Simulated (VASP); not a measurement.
# MgO (Periclase) (Fm-3m) in VASP: single point with PBE

Aim: the single point of MgO (Periclase) with PBE.

Program: VASP 6.6.1. These are calculated values, not measurements. Logs are shortened: lines on timing, memory, paths and dates and some standing lists are left out, and cuts for length are marked.

**1. The cell of the first run**

Symmetry: Fm-3m, No. 225, cubic system. Conventional cell: a = 4.217 Å, b = 4.217 Å, c = 4.217 Å, α = 90.00°, β = 90.00°, γ = 90.00°. Mg (site symmetry m-3m) has 6 O at 2.11 Å within 2.8 Å. Within 2.8 Å of O (site symmetry m-3m) lie 6 Mg at 2.11 Å.

**2. Single point, PBE**

Contents of INCAR:

```
PREC = Accurate
ENCUT = 600
EDIFF = 1E-6
ISMEAR = 0
SIGMA = 0.01
LREAL = F
LASPH = T
NELM = 120
ALGO = Normal
ISIF = 2
LWAVE = F
LCHARG = F
GGA = PE
NBANDS = 11
GGA_COMPAT = F
```

Contents of KPOINTS:

```
regular mesh
0
Gamma
  8 8 8
```

Contents of POSCAR:

```
MgO
1.0
    0.0000000000      2.1085000000      2.1085000000
    2.1085000000      0.0000000000      2.1085000000
    2.1085000000      2.1085000000      0.0000000000
Mg O
1 1
Direct
    0.0000000000      0.0000000000      0.0000000000
    0.5000000000      0.5000000000      0.5000000000
```

Potentials or basis: VASP PAW PBE potentials, release 64 (Mg, O).

Launch:

```sh
cat potpaw_PBE.64/Mg/POTCAR potpaw_PBE.64/O/POTCAR > POTCAR
mpirun -np 1 vasp_std > vasp.out
```

OUTCAR:

```text
PREC = Accurate
   ENCUT = 600
   EDIFF = 1E-6
   ISMEAR = 0
   LREAL = F
   LASPH = T
   NELM = 120
   ISIF = 2
   GGA = PE

 ion  position               nearest neighbor table
   1  0.000  0.000  0.000-   2 2.11   2 2.11   2 2.11   2 2.11   2 2.11   2 2.11
   2  0.500  0.500  0.500-   1 2.11   1 2.11   1 2.11   1 2.11   1 2.11   1 2.11

  LATTYP: Found a face centered cubic cell.
 ALAT       =     4.2170000000

  Lattice vectors:

 A1 = (   0.0000000000,   2.1085000000,   2.1085000000)
 A2 = (   2.1085000000,   0.0000000000,   2.1085000000)
 A3 = (   2.1085000000,   2.1085000000,   0.0000000000)

Analysis of symmetry for initial positions (statically):
=====================================================================
 Subroutine PRICEL returns:
 Original cell was already a primitive cell.

 Routine SETGRP: Setting up the symmetry group for a
 face centered cubic supercell.

 Subroutine GETGRP returns: Found 48 space group operations
 (whereof 48 operations were pure point group operations)
 out of a pool of 48 trial point group operations.

The static configuration has the point symmetry O_h .

Analysis of symmetry for dynamics (positions and initial velocities):
=====================================================================
 Subroutine PRICEL returns:
 Original cell was already a primitive cell.

 Routine SETGRP: Setting up the symmetry group for a
 face centered cubic supercell.

 Subroutine GETGRP returns: Found 48 space group operations
 (whereof 48 operations were pure point group operations)
 out of a pool of 48 trial point group operations.

The dynamic configuration has the point symmetry O_h .

 Subroutine INISYM returns: Found 48 space group operations
 (whereof 48 operations are pure point group operations),
 and found     1 'primitive' translations

----------------------------------------------------------------------------------------

                                     Primitive cell

  volume of cell :      18.7478

  direct lattice vectors                    reciprocal lattice vectors
     0.000000000  2.108500000  2.108500000    -0.237135404  0.237135404  0.237135404
     2.108500000  0.000000000  2.108500000     0.237135404 -0.237135404  0.237135404
     2.108500000  2.108500000  0.000000000     0.237135404  0.237135404 -0.237135404

  length of vectors
     2.981869296  2.981869296  2.981869296     0.410730569  0.410730569  0.410730569

  position of ions in fractional coordinates (direct lattice)
     0.000000000  0.000000000  0.000000000
     0.500000000  0.500000000  0.500000000

  ion indices of the primitive-cell ions
   primitive index   ion index
                 1           1
                 2           2

----------------------------------------------------------------------------------------

 KPOINTS: regular mesh

Automatic generation of k-mesh.
 Grid dimensions read from file:
 generate k-points for:    8    8    8

 Generating k-lattice:

  Cartesian coordinates                     Fractional coordinates (reciprocal lattice)
    -0.029641926  0.029641926  0.029641926     0.125000000  0.000000000  0.000000000
     0.029641926 -0.029641926  0.029641926     0.000000000  0.125000000  0.000000000
     0.029641926  0.029641926 -0.029641926     0.000000000  0.000000000  0.125000000

  Length of vectors
     0.051341321  0.051341321  0.051341321

  Shift w.r.t. Gamma in fractional coordinates (k-lattice)
     0.000000000  0.000000000  0.000000000

 Subroutine IBZKPT returns following result:
 ===========================================

 Found     29 irreducible k-points:

 Following reciprocal coordinates:
            Coordinates               Weight
  0.000000  0.000000  0.000000      1.000000
  0.125000  0.000000  0.000000      8.000000
  0.250000  0.000000  0.000000      8.000000
  0.375000  0.000000  0.000000      8.000000
  0.500000  0.000000  0.000000      4.000000
  0.125000  0.125000  0.000000      6.000000
[... 16 lines left out ...]
  0.500000  0.250000  0.125000     48.000000
 -0.375000  0.250000  0.125000     24.000000
 [... further k-points ...]
   k-points           NKPTS =     29   k-points in BZ     NKDIM =     29   number of bands    NBANDS=     11
   number of dos      NEDOS =    301   number of ions     NIONS =      2
   total plane-waves  NPLWV =  13824
   dimension x,y,z NGX =    24 NGY =   24 NGZ =   24
   dimension x,y,z NGXF=    48 NGYF=   48 NGZF=   48
   ions per type =               1   1
   NGX,Y,Z   is equivalent  to a cutoff of  13.38, 13.38, 13.38 a.u.
   NGXF,Y,Z  is equivalent  to a cutoff of  26.76, 26.76, 26.76 a.u.
 SYSTEM =  unknown system
   PREC   = accura    normal or accurate (medium, high low for compatibility)
   ISTART =      0    job   : 0-new  1-cont  2-samecut
   ICHARG =      2    charge: 1-file 2-atom 10-const
   ISPIN  =      1    spin polarized calculation?
   LNONCOLLINEAR =      F non collinear calculations
   LSORBIT =      F    spin-orbit coupling
   LASPH  =      T    aspherical Exc in radial PAW
   ENCUT  =  600.0 eV  44.10 Ry    6.64 a.u.   5.96  5.96  5.96*2*pi/ulx,y,z
   NELM   =    120;   NELMIN=  2; NELMDL= -5     # of ELM steps
   EDIFF  = 0.1E-05   stopping-criterion for ELM
   LREAL  =      F    real-space projection
[... 7 lines left out ...]
   TEBEG  =    0.0;   TEEND  =   0.0 temperature during run
   PSTRESS=    0.0 pullay stress
   NELECT =       8.0000    total number of electrons
   NUPDOWN=      -1.0000    fix difference up-down
   EMIN   =  10.00;   EMAX   =-10.00  energy-range for DOS
   EFERMI =   0.00;   METHOD = LEGACY
   ISMEAR =     0;   SIGMA  =   0.01  broadening in eV -4-tet -1-fermi 0-gaus
   EFERMI_NEDOS =   21; number of points for ismear=-14 and -15
   IALGO  =     38    algorithm
   IMIX   =      4    mixing-type and parameters
     AMIX     =   0.40;   BMIX     =  1.00
     AMIX_MAG =   1.60;   BMIX_MAG =  1.00
  volume/ion in A,a.u.               =       9.37        63.26
  Fermi-wavevector in a.u.,A,eV,Ry     =   1.232503  2.329092 20.668107  1.519063
  Thomas-Fermi vector in A             =   2.367270
   LORBIT       =      0    0 simple, 1 ext, 2 COOP (PROOUT), +10 PAW based schemes
   GGA     = PE    functional components
   LHFCALC =     F    Hartree Fock is set to
   AEXX    =    0.0000 exact exchange contribution
   IVDW    =     0    specifies the selected vdW correction
   LEPSILON=     F    determine dielectric tensor
   LRPA    =     F    only Hartree local field effects (RPA)
 non-spin polarized calculation
 Gauss-broadening in eV      SIGMA  =   0.01
  energy-cutoff  :      600.00
  volume of cell :       18.75
 maximum number of plane-waves:       638
   NGX = 11   NGY = 11   NGZ = 11

 number of electron       8.0000005 magnetization

 Free energy of the ion-electron system (eV)
  ---------------------------------------------------
  ext. energy  EPLUGINS =         0.00000000
  ---------------------------------------------------
  free energy    TOTEN  =       -11.91055272 eV

  energy without entropy =      -11.91055272  energy(sigma->0) =      -11.91055272

 E-fermi :   3.2283     XC(G=0): -11.0616

 val. band max:        3.1587128868   @ k =   0.0000   0.0000   0.0000
 cond. band min:       7.8522554640   @ k =   0.0000   0.0000   0.0000
 fundamental gap:      4.6935425772
 Fermi energy:         3.2282877135

 k-point     1 :       0.0000    0.0000    0.0000
  band No.  band energies     occupation
      1     -14.0858      2.00000
      2       3.1587      2.00000
      3       3.1587      2.00000
      4       3.1587      2.00000
      5       7.8523      0.00000
      6      18.9410      0.00000
      7      18.9410      0.00000
      8      18.9410      0.00000
      9      22.8472      0.00000
     10      24.6187      0.00000
     11      24.6187      0.00000

 k-point     2 :       0.1250    0.0000    0.0000
  band No.  band energies     occupation
      1     -13.9238      2.00000
      2       2.2059      2.00000
      3       3.0562      2.00000
      4       3.0562      2.00000
      5       8.7669      0.00000
      6      17.2626      0.00000
      7      19.2977      0.00000
      8      19.2977      0.00000
      9      23.6452      0.00000
     10      23.6452      0.00000
     11      24.9964      0.00000

 k-point     3 :       0.2500    0.0000    0.0000
  band No.  band energies     occupation
      1     -13.5027      2.00000
      2       0.5069      2.00000
      3       2.8202      2.00000
      4       2.8202      2.00000
      5      10.2155      0.00000
      6      15.7126      0.00000
      7      19.7847      0.00000
      8      19.7847      0.00000
      9      23.2556      0.00000
     10      23.2556      0.00000
     11      25.0937      0.00000

 k-point     4 :       0.3750    0.0000    0.0000
  band No.  band energies     occupation
      1     -13.0282      2.00000
      2      -0.8948      2.00000
      3       2.5982      2.00000
      4       2.5982      2.00000
      5      10.9360      0.00000
      6      15.5034      0.00000
      7      19.6053      0.00000
      8      19.6053      0.00000
      9      24.3074      0.00000
     10      24.5670      0.00000
     11      24.5670      0.00000
[... 239 lines left out ...]
 k-point    22 :       0.3750    0.2500    0.1250
  band No.  band energies     occupation
      1     -13.2011      2.00000
      2       0.1520      2.00000
      3       2.0122      2.00000
      4       2.5472      2.00000
      5      11.6169      0.00000
      6      14.6333      0.00000
      7      18.2015      0.00000
      8      20.6650      0.00000
      9      21.2397      0.00000
     10      25.5587      0.00000
     11      28.9261      0.00000

 k-point    23 :       0.5000    0.2500    0.1250
  band No.  band energies     occupation
      1     -12.8275      2.00000
      2      -0.5350      2.00000
      3       1.4394      2.00000
      4       2.2960      2.00000
      5      12.6248      0.00000
      6      14.7890      0.00000
      7      17.0419      0.00000
      8      20.2612      0.00000
      9      22.8066      0.00000
     10      25.5216      0.00000
     11      29.1249      0.00000

 k-point    24 :      -0.3750    0.2500    0.1250
  band No.  band energies     occupation
      1     -12.6615      2.00000
      2      -0.8270      2.00000
      3       1.2326      2.00000
      4       2.1771      2.00000
      5      12.8071      0.00000
      6      15.3242      0.00000
      7      16.6135      0.00000
      8      20.0151      0.00000
      9      23.6453      0.00000
     10      25.1904      0.00000
     11      29.2644      0.00000

 [... further k-points ...]
[... 5 lines left out ...]
  --------------------------------------------------------------------------------------
  -------------------------------------------------------------------------------------
  Total        0.3636163      0.3636163      0.3636163      0.0000000      0.0000000     -0.0000000
  in kB       31.0744238     31.0744238     31.0744238      0.0000000      0.0000000     -0.0000000
  external PRESSURE =      31.0744238 kB  Pullay stress =       0.0000000 kB

 VOLUME and BASIS-vectors are now :
 -----------------------------------------------------------------------------
  energy-cutoff  :      600.00
  volume of cell :       18.75
      direct lattice vectors                 reciprocal lattice vectors
     0.000000000  2.108500000  2.108500000    -0.237135404  0.237135404  0.237135404
     2.108500000  0.000000000  2.108500000     0.237135404 -0.237135404  0.237135404
     2.108500000  2.108500000  0.000000000     0.237135404  0.237135404 -0.237135404

 POSITION                                       TOTAL-FORCE (eV/Angst)
 -----------------------------------------------------------------------------------
      0.00000      0.00000      0.00000        -0.000000     -0.000000      0.000000
      2.10850      2.10850      2.10850         0.000000      0.000000     -0.000000
 -----------------------------------------------------------------------------------
    total drift:                               -0.000000     -0.000000      0.000000

  FREE ENERGIE OF THE ION-ELECTRON SYSTEM (eV)
  ---------------------------------------------------
  free  energy   TOTEN  =       -11.9105527190 eV

  energy  without entropy=      -11.9105527190  energy(sigma->0) =      -11.91055272
```

It took 8.9 s on 1 thread of Intel Xeon 8259CL, shared host; peak memory 0.14 GiB.

What came out:

```
Free energy            : -11.9106 eV
Pressure               : 3.1 GPa
Band gap on the k mesh : 4.69 eV, direct
```
